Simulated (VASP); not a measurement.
A run of VASP 6.6.1 is set up as follows.

File INCAR:

```
SYSTEM = Ti
ALGO = Normal ; EDIFF = 1E-7
EDIFFG = -0.005 ; ENCUT = 600
GGA = CA ; IBRION = 2
ISIF = 3 ; ISMEAR = -1
LASPH = .True. ; LCHARG = .False.
LREAL = .False. ; LWAVE = .False.
NELM = 100 ; NSW = 60
PREC = Accurate ; SIGMA = 0.05
```

Contents of KPOINTS:

```
k-points
0
Gamma
  15 15 15
  0 0 0
```

File POSCAR:

```
Ti
1.0
    2.5913936339      0.0000000000      0.0000000000
    0.0000000000      2.5913936339      0.0000000000
    0.0000000000      0.0000000000      2.5913936339
Ti
1
Direct
    0.0000000000      0.0000000000      0.0000000000
```

Potentials or basis: VASP PAW LDA potentials, release 64 (Ti_sv).

Launch:

```bash
$ cat potpaw_LDA.64/Ti_sv/POTCAR > POTCAR
$ mpirun -np 1 vasp_std > vasp.out
```

(1) Predict the relaxed volume.

(2) Predict the band gap on the k mesh.

Answers

(1) 16.58 Å³/atom.

(2) zero (band 6 reaches 9.04 eV, above the bottom of band 7 at 6.86 eV).
